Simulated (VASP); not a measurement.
# Ni (Fm-3m) in VASP: further runs, part 2 of 2

VASP 6.6.1.

## 4. Single point, BLYP+D3(BJ), collinear spin, ferromagnetic start

This run uses another cell than the first one, of 10.53 Å³/atom, 1.004 times its volume.

Input file INCAR:

```
PREC = Accurate
ENCUT = 520
EDIFF = 1E-6
ISMEAR = -1
SIGMA = 0.05
LREAL = F
LASPH = T
NELM = 150
ALGO = Normal
ISIF = 2
LWAVE = F
LCHARG = T
ISPIN = 2
MAGMOM = 1
LORBIT = 11
LMAXMIX = 4
GGA = B5
ALDAX = 1.0
AGGAX = 1.0
AGGAC = 1.0
ALDAC = 0.0
IVDW = 12
VDW_S6 = 1.0
VDW_S8 = 2.6996
VDW_A1 = 0.4298
VDW_A2 = 4.2359
LELF = T
LVHAR = T
NBANDS = 15
```

Input file KPOINTS:

```
Automatic mesh
0
Gamma
  13 13 13
```

Input file POSCAR:

```
Ni
1.0
    0.0000000000      1.7396924985      1.7396924985
    1.7396924985      0.0000000000      1.7396924985
    1.7396924985      1.7396924985      0.0000000000
Ni
1
Direct
    0.0000000000      0.0000000000      0.0000000000
```

The run is started by

```sh
$ cat potpaw_PBE.64/Ni/POTCAR > POTCAR
$ mpirun -np 1 vasp_std > vasp.out
```

Wall time 27 s (1 thread of Intel Xeon 8259CL, shared host); peak memory 0.15 GiB.

Results (log left out):

* Free energy: -5.6584 eV
* Pressure: 0.1 GPa
* Net moment: 0.61 μB per cell
* Site moments: Ni +0.62 μB
* Valence electrons inside the program's atomic spheres: Ni 9.41
* Dispersion energy per atom: -1.087 eV

Levels at points of the mesh, in eV from the Fermi level:
Spin up:
| k point | band 3 | band 4 | band 5 | band 6 | band 7 | band 8 |
| --- | --- | --- | --- | --- | --- | --- |
| (0.00, 0.00, 0.00) | -2.50 | -2.50 | -1.28 | -1.28 | 24.36 | 28.21 |
Spin down:
| k point | band 3 | band 4 | band 5 | band 6 | band 7 | band 8 |
| --- | --- | --- | --- | --- | --- | --- |
| (0.00, 0.00, 0.00) | -1.78 | -1.78 | -0.74 | -0.74 | 24.25 | 28.22 |

Caveat: the PAW data sets were made with another functional, which shifts forces and pressure a little; pairwise dispersion overbinds metals, which lowers pressure and volume.

## 5. Single point, LDA, collinear spin, ferromagnetic start

This run uses another cell than the first one, of 10.70 Å³/atom, 1.020 times its volume.

Input file INCAR:

```
SYSTEM = Ni
ALGO = Normal
EDIFF = 1E-7
ENCUT = 520
GGA = CA
ISIF = 2
ISMEAR = -1
ISPIN = 2
LASPH = .True.
LCHARG = .False.
LMAXMIX = 4
LORBIT = 11
LREAL = .False.
LWAVE = .False.
MAGMOM = 1
NBANDS = 15
NELM = 150
PREC = Accurate
SIGMA = 0.05
```

Input file KPOINTS:

```
k-points
0
Gamma
  13 13 13
  0 0 0
```

Input file POSCAR:

```
Ni
1.0
    0.0000000000      1.7490803739      1.7490803739
    1.7490803739      0.0000000000      1.7490803739
    1.7490803739      1.7490803739      0.0000000000
Ni
1
Direct
    0.0000000000      0.0000000000      0.0000000000
```

Potentials or basis: VASP PAW LDA potentials, release 64 (Ni).

The run is started by

```sh
$ cat potpaw_LDA.64/Ni/POTCAR > POTCAR
$ mpirun -np 1 vasp_std > vasp.out
```

OUTCAR:

```text
SYSTEM = Ni
   EDIFF = 1E-7
   ENCUT = 520
   GGA = CA
   ISIF = 2
   ISMEAR = -1
   ISPIN = 2
   LASPH = .True.
   LORBIT = 11
   LREAL = .False.
   NELM = 150
   PREC = Accurate

 ion  position               nearest neighbor table
   1  0.000  0.000  0.000-

  LATTYP: Found a face centered cubic cell.
 ALAT       =     3.4981607478

  Lattice vectors:

 A1 = (   0.0000000000,   1.7490803739,   1.7490803739)
 A2 = (   1.7490803739,   0.0000000000,   1.7490803739)
 A3 = (   1.7490803739,   1.7490803739,   0.0000000000)

Analysis of symmetry for initial positions (statically):
=====================================================================
 Subroutine PRICEL returns:
 Original cell was already a primitive cell.

 Routine SETGRP: Setting up the symmetry group for a
 face centered cubic supercell.

 Subroutine GETGRP returns: Found 48 space group operations
 (whereof 48 operations were pure point group operations)
 out of a pool of 48 trial point group operations.

The static configuration has the point symmetry O_h .

Analysis of symmetry for dynamics (positions and initial velocities):
=====================================================================
 Subroutine PRICEL returns:
 Original cell was already a primitive cell.

 Routine SETGRP: Setting up the symmetry group for a
 face centered cubic supercell.

 Subroutine GETGRP returns: Found 48 space group operations
 (whereof 48 operations were pure point group operations)
 out of a pool of 48 trial point group operations.

The dynamic configuration has the point symmetry O_h .

Analysis of structural, dynamic, and magnetic symmetry:
=====================================================================
 Subroutine PRICEL returns:
 Original cell was already a primitive cell.

 Routine SETGRP: Setting up the symmetry group for a
 face centered cubic supercell.

 Subroutine GETGRP returns: Found 48 space group operations
 (whereof 48 operations were pure point group operations)
 out of a pool of 48 trial point group operations.

The overall configuration has the point symmetry O_h .

[... 150 lines left out ...]
 spin component 1

 k-point     1 :       0.0000    0.0000    0.0000
  band No.  band energies     occupation
      1       0.1617      1.00000
      2       6.8651      1.00000
      3       6.8651      1.00000
      4       6.8651      1.00000
      5       8.0442      1.00000
      6       8.0442      1.00000
      7      33.1832      0.00000
      8      37.0644      0.00000
      9      37.0644      0.00000
     10      37.0644      0.00000
     11      40.0795      0.00000
     12      40.0795      0.00000
     13      40.0795      0.00000
     14      43.2340      0.00000
[... 403 lines left out ...]
      4       7.2673      1.00000
      5       8.7755      0.99994
      6      10.1769      0.00000
      7      17.3037      0.00000
      8      28.2805      0.00000
      9      29.8965      0.00000
     10      32.1020      0.00000
     11      42.1531      0.00000
     12      42.3560      0.00000
     13      45.3708      0.00000
     14      48.6625      0.00000
     15      55.3267      0.00000

 [... further k-points ...]

 spin component 2

 k-point     1 :       0.0000    0.0000    0.0000
  band No.  band energies     occupation
      1       0.2091      1.00000
      2       7.4906      1.00000
      3       7.4906      1.00000
      4       7.4906      1.00000
      5       8.6221      1.00000
      6       8.6221      1.00000
      7      33.1715      0.00000
      8      37.1188      0.00000
      9      37.1188      0.00000
     10      37.1188      0.00000
     11      40.2510      0.00000
     12      40.2510      0.00000
     13      40.2510      0.00000
     14      43.2130      0.00000
[... 403 lines left out ...]
      4       7.8480      1.00000
      5       9.4372      0.02812
      6      10.6131      0.00000
      7      17.5764      0.00000
      8      28.3941      0.00000
      9      30.0248      0.00000
     10      32.2127      0.00000
     11      42.2233      0.00000
     12      42.4592      0.00000
     13      45.4781      0.00000
     14      48.9030      0.00000
     15      56.6632      0.00000

 [... further k-points ...]
[... 5 lines left out ...]
  --------------------------------------------------------------------------------------
  -------------------------------------------------------------------------------------
  Total       -0.9308260     -0.9308260     -0.9308260      0.0000000      0.0000000     -0.0000000
  in kB     -139.3541066   -139.3541066   -139.3541066      0.0000000      0.0000000     -0.0000000
  external PRESSURE =    -139.3541066 kB  Pullay stress =       0.0000000 kB

 VOLUME and BASIS-vectors are now :
 -----------------------------------------------------------------------------
  energy-cutoff  :      520.00
  volume of cell :       10.70
      direct lattice vectors                 reciprocal lattice vectors
     0.000000000  1.749080374  1.749080374    -0.285864508  0.285864508  0.285864508
     1.749080374  0.000000000  1.749080374     0.285864508 -0.285864508  0.285864508
     1.749080374  1.749080374  0.000000000     0.285864508  0.285864508 -0.285864508

 POSITION                                       TOTAL-FORCE (eV/Angst)
 -----------------------------------------------------------------------------------
      0.00000      0.00000      0.00000         0.000000      0.000000     -0.000000
 -----------------------------------------------------------------------------------
    total drift:                                0.000000     -0.000000     -0.000000

  FREE ENERGIE OF THE ION-ELECTRON SYSTEM (eV)
  ---------------------------------------------------
  free  energy   TOTEN  =        -6.5571560279 eV

  energy  without entropy=       -6.5433756949  energy(sigma->0) =       -6.55026586

 total charge

# of ion       s       p       d       tot
------------------------------------------
    1        0.506   0.511   8.332   9.350

 magnetization (x)

# of ion       s       p       d       tot
------------------------------------------
    1       -0.004  -0.017   0.640   0.619
```

OSZICAR:

```text
N       E                     dE             d eps       ncg     rms          rms(c)
DAV:   1     0.320865034196E+02    0.32087E+02   -0.41673E+03  5367   0.859E+02
DAV:   2    -0.620840847793E+01   -0.38295E+02   -0.35422E+02  5789   0.163E+02
DAV:   3    -0.766175911118E+01   -0.14534E+01   -0.14398E+01  6048   0.309E+01
DAV:   4    -0.767076707239E+01   -0.90080E-02   -0.90065E-02  6302   0.233E+00
DAV:   5    -0.767087005530E+01   -0.10298E-03   -0.10298E-03  6100   0.225E-01    0.103E+01
DAV:   6    -0.693778172603E+01    0.73309E+00   -0.14423E+01  7315   0.425E+01    0.603E+00
DAV:   7    -0.657804858901E+01    0.35973E+00   -0.25582E+00  6728   0.161E+01    0.188E+00
DAV:   8    -0.656072603498E+01    0.17323E-01   -0.24743E-02  6256   0.103E+00    0.892E-01
DAV:   9    -0.655786460041E+01    0.28614E-02   -0.18577E-03  8289   0.242E-01    0.253E-01
DAV:  10    -0.655720681129E+01    0.65779E-03   -0.43846E-04  8485   0.105E-01    0.456E-02
DAV:  11    -0.655715363021E+01    0.53181E-04   -0.47927E-05  8239   0.352E-02    0.304E-02
DAV:  12    -0.655715590728E+01   -0.22771E-05   -0.34332E-06  7041   0.111E-02    0.547E-03
DAV:  13    -0.655715603264E+01   -0.12536E-06   -0.51184E-08  5474   0.260E-03    0.159E-03
DAV:  14    -0.655715602794E+01    0.47064E-08   -0.65741E-09  3990   0.596E-04
   1 F= -.65571560E+01 E0= -.65502659E+01  d E =-.137803E-01  mag=     0.6159
```

Wall time 24 s (1 thread of Intel Xeon 8259CL, shared host); peak memory 0.13 GiB.

Results:

```yaml
Free_energy: -6.5572 eV
Pressure: -13.9 GPa
Net_moment: 0.62 μB per cell
Site_moments: Ni +0.62 μB
Valence_electrons_inside_the_program's_atomic_spheres: Ni 9.35
```

## 6. The runs side by side

| level | potentials or basis | cell | smearing | gap on the mesh (eV) | pressure (GPa) | moment (μB) |
| --- | --- | --- | --- | --- | --- | --- |
| PBE | VASP PAW PBE potentials, release 64 (Ni) | a = 2.457 Å, angles 60.0°, 1 atom | gaussian 0.023 eV | none | 7.7 | 0.62 |
| PBE+D3(BJ) | VASP PAW PBE potentials, release 64 (Ni) | a = 2.459 Å, angles 60.0°, 1 atom | fermi-dirac 0.05 eV | none | -0.1 | 0.62 |
| BLYP+D3(BJ) | VASP PAW PBE potentials, release 64 (Ni) | a = 2.460 Å, angles 60.0°, 1 atom | fermi-dirac 0.05 eV | none | 0.1 | 0.61 |
| LDA | VASP PAW LDA potentials, release 64 (Ni) | a = 2.474 Å, angles 60.0°, 1 atom | fermi-dirac 0.05 eV | none | -13.9 | 0.62 |

Alike in all rows: task single point; spin collinear, ferromagnetic start; k mesh 13 × 13 × 13; cutoff (eV) 520.

Caveats: pairwise dispersion overbinds metals, which lowers pressure and volume (some runs); the PAW data sets were made with another functional, which shifts forces and pressure a little (some runs).

Absolute energies hang on the potentials; compare differences alone.
